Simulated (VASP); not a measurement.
# Mg (Im-3m) in VASP: further runs

The runs below take Mg through single point, relaxation of cell and atoms, with LDA.

Program: VASP 6.6.1. These are calculated values, not measurements. Logs are shortened: lines on timing, memory, paths and dates and some standing lists are left out, and cuts for length are marked.

**1. The cell of the first run**

Symmetry: Im-3m, No. 229, cubic system. Conventional cell: a = 3.507 Å, b = 3.507 Å, c = 3.507 Å, α = 90.00°, β = 90.00°, γ = 90.00°. Mg (site symmetry m-3m) has 14 Mg at 3.04 to 3.51 Å within 4.0 Å.

**2. Single point, LDA**

File INCAR:

```
PREC = Accurate ; ENCUT = 520
EDIFF = 1E-7 ; ISMEAR = 0
SIGMA = 0.1 ; LREAL = F
LASPH = T ; NELM = 60
ALGO = Normal ; ISIF = 2
LWAVE = F ; LCHARG = F
GGA = CA ; NBANDS = 7
```

File KPOINTS:

```
Automatic mesh
0
Gamma
  20 20 20
```

File POSCAR:

```
Mg
1.0
   -1.7533115194      1.7533115194      1.7533115194
    1.7533115194     -1.7533115194      1.7533115194
    1.7533115194      1.7533115194     -1.7533115194
Mg
1
Direct
    0.0000000000      0.0000000000      0.0000000000
```

Potentials or basis: VASP PAW LDA potentials, release 64 (Mg).

Run with:

```bash
$ cat potpaw_LDA.64/Mg/POTCAR > POTCAR
$ mpirun -np 1 vasp_std > vasp.out
```

OUTCAR:

```text
PREC = Accurate
   ENCUT = 520
   EDIFF = 1E-7
   ISMEAR = 0
   LREAL = F
   LASPH = T
   NELM = 60
   ISIF = 2
   GGA = CA

 ion  position               nearest neighbor table
   1  0.000  0.000  0.000-

  LATTYP: Found a body centered cubic cell.
 ALAT       =     3.5066230388

  Lattice vectors:

 A1 = (  -1.7533115194,   1.7533115194,   1.7533115194)
 A2 = (   1.7533115194,  -1.7533115194,   1.7533115194)
 A3 = (   1.7533115194,   1.7533115194,  -1.7533115194)

Analysis of symmetry for initial positions (statically):
=====================================================================
 Subroutine PRICEL returns:
 Original cell was already a primitive cell.

 Routine SETGRP: Setting up the symmetry group for a
 body centered cubic supercell.

 Subroutine GETGRP returns: Found 48 space group operations
 (whereof 48 operations were pure point group operations)
 out of a pool of 48 trial point group operations.

The static configuration has the point symmetry O_h .

Analysis of symmetry for dynamics (positions and initial velocities):
=====================================================================
 Subroutine PRICEL returns:
 Original cell was already a primitive cell.

 Routine SETGRP: Setting up the symmetry group for a
 body centered cubic supercell.

 Subroutine GETGRP returns: Found 48 space group operations
 (whereof 48 operations were pure point group operations)
 out of a pool of 48 trial point group operations.

The dynamic configuration has the point symmetry O_h .

 Subroutine INISYM returns: Found 48 space group operations
 (whereof 48 operations are pure point group operations),
 and found     1 'primitive' translations

----------------------------------------------------------------------------------------

                                     Primitive cell

  volume of cell :      21.5594

  direct lattice vectors                    reciprocal lattice vectors
    -1.753311519  1.753311519  1.753311519     0.000000000  0.285174651  0.285174651
     1.753311519 -1.753311519  1.753311519     0.285174651  0.000000000  0.285174651
     1.753311519  1.753311519 -1.753311519     0.285174651  0.285174651  0.000000000

  length of vectors
     3.036824633  3.036824633  3.036824633     0.403297859  0.403297859  0.403297859

  position of ions in fractional coordinates (direct lattice)
     0.000000000  0.000000000  0.000000000

  ion indices of the primitive-cell ions
   primitive index   ion index
                 1           1

----------------------------------------------------------------------------------------

 KPOINTS: Automatic mesh

Automatic generation of k-mesh.
 Grid dimensions read from file:
 generate k-points for:   20   20   20

 Generating k-lattice:

  Cartesian coordinates                     Fractional coordinates (reciprocal lattice)
     0.000000000  0.014258733  0.014258733     0.050000000  0.000000000  0.000000000
     0.014258733  0.000000000  0.014258733     0.000000000  0.050000000  0.000000000
     0.014258733  0.014258733  0.000000000     0.000000000  0.000000000  0.050000000

  Length of vectors
     0.020164893  0.020164893  0.020164893

  Shift w.r.t. Gamma in fractional coordinates (k-lattice)
     0.000000000  0.000000000  0.000000000

 Subroutine IBZKPT returns following result:
 ===========================================

 Found    256 irreducible k-points:

 Following reciprocal coordinates:
            Coordinates               Weight
  0.000000  0.000000  0.000000      1.000000
  0.050000  0.000000  0.000000     12.000000
  0.100000  0.000000  0.000000     12.000000
  0.150000  0.000000  0.000000     12.000000
  0.200000  0.000000  0.000000     12.000000
  0.250000  0.000000  0.000000     12.000000
[... 16 lines left out ...]
  0.200000  0.100000  0.000000     48.000000
  0.250000  0.100000  0.000000     48.000000
 [... further k-points ...]
   k-points           NKPTS =    256   k-points in BZ     NKDIM =    256   number of bands    NBANDS=      7
   number of dos      NEDOS =    301   number of ions     NIONS =      1
   total plane-waves  NPLWV =  13824
   dimension x,y,z NGX =    24 NGY =   24 NGZ =   24
   dimension x,y,z NGXF=    48 NGYF=   48 NGZF=   48
   ions per type =               1
   NGX,Y,Z   is equivalent  to a cutoff of  13.14, 13.14, 13.14 a.u.
   NGXF,Y,Z  is equivalent  to a cutoff of  26.28, 26.28, 26.28 a.u.
 SYSTEM =  unknown system
   PREC   = accura    normal or accurate (medium, high low for compatibility)
   ISTART =      0    job   : 0-new  1-cont  2-samecut
   ICHARG =      2    charge: 1-file 2-atom 10-const
   ISPIN  =      1    spin polarized calculation?
   LNONCOLLINEAR =      F non collinear calculations
   LSORBIT =      F    spin-orbit coupling
   LASPH  =      T    aspherical Exc in radial PAW
   ENCUT  =  520.0 eV  38.22 Ry    6.18 a.u.   5.65  5.65  5.65*2*pi/ulx,y,z
   NELM   =     60;   NELMIN=  2; NELMDL= -5     # of ELM steps
   EDIFF  = 0.1E-06   stopping-criterion for ELM
   LREAL  =      F    real-space projection
   EDIFFG = 0.1E-05   stopping-criterion for IOM
   NSW    =      0    number of steps for IOM
   IBRION =     -1    ionic relax: 0-MD 1-quasi-New 2-CG
   NFREE  =      0    steps in history (QN), initial steepest desc. (CG)
   ISIF   =      2    stress and relaxation
   ISYM   =      2    0-nonsym 1-usesym 2-fastsym
   POTIM  = 0.5000    time-step for ionic-motion
   TEBEG  =    0.0;   TEEND  =   0.0 temperature during run
   PSTRESS=    0.0 pullay stress
   NELECT =       2.0000    total number of electrons
   NUPDOWN=      -1.0000    fix difference up-down
   EMIN   =  10.00;   EMAX   =-10.00  energy-range for DOS
   EFERMI =   0.00;   METHOD = LEGACY
   ISMEAR =     0;   SIGMA  =   0.10  broadening in eV -4-tet -1-fermi 0-gaus
   EFERMI_NEDOS =   21; number of points for ismear=-14 and -15
   IALGO  =     38    algorithm
   IMIX   =      4    mixing-type and parameters
     AMIX     =   0.40;   BMIX     =  1.00
     AMIX_MAG =   1.60;   BMIX_MAG =  1.00
  volume/ion in A,a.u.               =      21.56       145.49
  Fermi-wavevector in a.u.,A,eV,Ry     =   0.741092  1.400462  7.472566  0.549218
  Thomas-Fermi vector in A             =   1.835651
   LORBIT       =      0    0 simple, 1 ext, 2 COOP (PROOUT), +10 PAW based schemes
   GGA     = CA    functional components
   LHFCALC =     F    Hartree Fock is set to
   AEXX    =    0.0000 exact exchange contribution
   IVDW    =     0    specifies the selected vdW correction
   LEPSILON=     F    determine dielectric tensor
   LRPA    =     F    only Hartree local field effects (RPA)
 non-spin polarized calculation
 Gauss-broadening in eV      SIGMA  =   0.10
  energy-cutoff  :      520.00
  volume of cell :       21.56
 maximum number of plane-waves:       603
   NGX = 11   NGY = 11   NGZ = 11

 number of electron       2.0000000 magnetization

 Free energy of the ion-electron system (eV)
  ---------------------------------------------------
  ext. energy  EPLUGINS =         0.00000000
  ---------------------------------------------------
  free energy    TOTEN  =        -1.78324535 eV

  energy without entropy =       -1.78133917  energy(sigma->0) =       -1.78229226

 E-fermi :   2.8597     XC(G=0):  -8.8883

 val. band max:        2.8534176508   @ k =  -0.4000  -0.4000   0.0500
 cond. band min:       2.8601864658   @ k =  -0.4000  -0.4500   0.0500
 fundamental gap:      0.0067688150
 Fermi energy:         2.8597483967

 k-point     1 :       0.0000    0.0000    0.0000
  band No.  band energies     occupation
      1      -4.3873      2.00000
      2      16.1676      0.00000
      3      16.1676      0.00000
      4      16.1676      0.00000
      5      18.3283      0.00000
      6      18.3283      0.00000
      7      18.4983      0.00000

 k-point     2 :       0.0500    0.0000    0.0000
  band No.  band energies     occupation
      1      -4.3260      2.00000
      2      15.4434      0.00000
      3      15.8517      0.00000
      4      15.8687      0.00000
      5      17.5996      0.00000
      6      17.6921      0.00000
      7      18.6356      0.00000

 k-point     3 :       0.1000    0.0000    0.0000
  band No.  band energies     occupation
      1      -4.1423      2.00000
      2      13.8407      0.00000
      3      15.1726      0.00000
      4      15.2761      0.00000
      5      16.7551      0.00000
      6      17.2401      0.00000
      7      18.8014      0.00000

 k-point     4 :       0.1500    0.0000    0.0000
  band No.  band energies     occupation
      1      -3.8370      2.00000
      2      12.0666      0.00000
      3      14.4262      0.00000
      4      14.6595      0.00000
      5      15.9808      0.00000
      6      16.8285      0.00000
      7      19.0930      0.00000

 k-point     5 :       0.2000    0.0000    0.0000
  band No.  band energies     occupation
      1      -3.4113      2.00000
      2      10.3147      0.00000
      3      13.7252      0.00000
      4      14.0970      0.00000
      5      15.3018      0.00000
      6      16.3898      0.00000
      7      19.5188      0.00000

 k-point     6 :       0.2500    0.0000    0.0000
  band No.  band energies     occupation
      1      -2.8670      2.00000
      2       8.6319      0.00000
      3      13.1098      0.00000
      4      13.6119      0.00000
      5      14.7252      0.00000
      6      15.9524      0.00000
      7      20.0633      0.00000

 k-point     7 :       0.3000    0.0000    0.0000
  band No.  band energies     occupation
      1      -2.2062      2.00000
      2       7.0342      0.00000
      3      12.5963      0.00000
      4      13.2119      0.00000
      5      14.2531      0.00000
      6      15.5516      0.00000
      7      20.5439      0.00000

 k-point     8 :       0.3500    0.0000    0.0000
  band No.  band energies     occupation
      1      -1.4319      2.00000
      2       5.5295      0.00000
      3      12.1923      0.00000
      4      12.9000      0.00000
      5      13.8860      0.00000
      6      15.2150      0.00000
      7      21.0928      0.00000

 k-point     9 :       0.4000    0.0000    0.0000
  band No.  band energies     occupation
      1      -0.5485      2.00000
      2       4.1239      0.00000
      3      11.9018      0.00000
      4      12.6770      0.00000
      5      13.6241      0.00000
      6      14.9621      0.00000
      7      21.6796      0.00000

 k-point    10 :       0.4500    0.0000    0.0000
  band No.  band energies     occupation
      1       0.4316      2.00000
      2       2.8303      1.32279
      3      11.7268      0.00000
      4      12.5433      0.00000
      5      13.4671      0.00000
      6      14.8056      0.00000
      7      22.2164      0.00000

 k-point    11 :       0.5000    0.0000    0.0000
  band No.  band energies     occupation
      1       1.2715      2.00000
      2       1.8860      2.00000
      3      11.6684      0.00000
      4      12.4987      0.00000
      5      13.4147      0.00000
      6      14.7526      0.00000
      7      22.4677      0.00000
[... 51 lines left out ...]
 k-point    17 :       0.3000    0.0500    0.0000
  band No.  band energies     occupation
      1      -1.7884      2.00000
      2       6.3085      0.00000
      3      11.5939      0.00000
      4      12.9467      0.00000
      5      14.4488      0.00000
      6      15.9768      0.00000
      7      20.0591      0.00000

 k-point    18 :       0.3500    0.0500    0.0000
  band No.  band energies     occupation
      1      -0.9593      2.00000
      2       4.8543      0.00000
      3      11.2614      0.00000
      4      12.6589      0.00000
      5      14.1304      0.00000
      6      15.7013      0.00000
      7      20.7248      0.00000

 k-point    19 :       0.4000    0.0500   -0.0000
  band No.  band energies     occupation
      1      -0.0252      2.00000
      2       3.5032      0.00000
      3      11.0386      0.00000
      4      12.4664      0.00000
      5      13.9170      0.00000
      6      15.5093      0.00000
      7      21.4296      0.00000

 k-point    20 :       0.4500    0.0500    0.0000
  band No.  band energies     occupation
      1       0.9781      2.00000
      2       2.2913      2.00000
      3      10.9269      0.00000
      4      12.3699      0.00000
      5      13.8100      0.00000
      6      15.4110      0.00000
      7      22.0194      0.00000

 k-point    21 :       0.1000    0.1000    0.0000
  band No.  band energies     occupation
      1      -3.6543      2.00000
      2      11.9552      0.00000
      3      12.4774      0.00000
      4      14.3976      0.00000
      5      16.5357      0.00000
      6      17.2043      0.00000
      7      19.2921      0.00000

 k-point    22 :       0.1500    0.1000    0.0000
  band No.  band energies     occupation
      1      -3.2295      2.00000
      2      10.3989      0.00000
      3      11.6188      0.00000
      4      13.8130      0.00000
      5      16.1691      0.00000
      6      17.2568      0.00000
      7      19.0386      0.00000

 k-point    23 :       0.2000    0.1000    0.0000
  band No.  band energies     occupation
      1      -2.6863      2.00000
      2       8.7587      0.00000
      3      10.9968      0.00000
      4      13.2892      0.00000
      5      15.6948      0.00000
      6      17.3488      0.00000
      7      18.9039      0.00000

 k-point    24 :       0.2500    0.1000    0.0000
  band No.  band energies     occupation
      1      -2.0269      2.00000
      2       7.1801      0.00000
      3      10.4960      0.00000
      4      12.8486      0.00000
      5      15.2591      0.00000
      6      17.2780      0.00000
      7      19.1181      0.00000

 [... further k-points ...]

------------------------ aborting loop because EDIFF is reached ----------------------------------------

  FORCE on cell =-STRESS in cart. coord.  units (eV):
  Direction    XX          YY          ZZ          XY          YZ          ZX
  --------------------------------------------------------------------------------------
  -------------------------------------------------------------------------------------
  Total       -0.0446655     -0.0446655     -0.0446655     -0.0000000     -0.0000000      0.0000000
  in kB       -3.3192950     -3.3192950     -3.3192950     -0.0000000     -0.0000000      0.0000000
  external PRESSURE =      -3.3192950 kB  Pullay stress =       0.0000000 kB

 VOLUME and BASIS-vectors are now :
 -----------------------------------------------------------------------------
  energy-cutoff  :      520.00
  volume of cell :       21.56
      direct lattice vectors                 reciprocal lattice vectors
    -1.753311519  1.753311519  1.753311519     0.000000000  0.285174651  0.285174651
     1.753311519 -1.753311519  1.753311519     0.285174651  0.000000000  0.285174651
     1.753311519  1.753311519 -1.753311519     0.285174651  0.285174651  0.000000000

 POSITION                                       TOTAL-FORCE (eV/Angst)
 -----------------------------------------------------------------------------------
      0.00000      0.00000      0.00000        -0.000000      0.000000      0.000000
 -----------------------------------------------------------------------------------
    total drift:                                0.000000      0.000000      0.000000

  FREE ENERGIE OF THE ION-ELECTRON SYSTEM (eV)
  ---------------------------------------------------
  free  energy   TOTEN  =        -1.7832453520 eV

  energy  without entropy=       -1.7813391664  energy(sigma->0) =       -1.78229226
```

Run time: 14 s. Hardware: 1 thread of Intel Xeon 6975P-C, shared host; peak memory 0.15 GiB.

What came out:

* Free energy: -1.7832 eV
* Pressure: -0.3 GPa
* Band gap on the k mesh: zero (band 1 reaches 6.82 eV, above the bottom of band 2 at 1.89 eV)

(Part 1 of 2 ends here.)
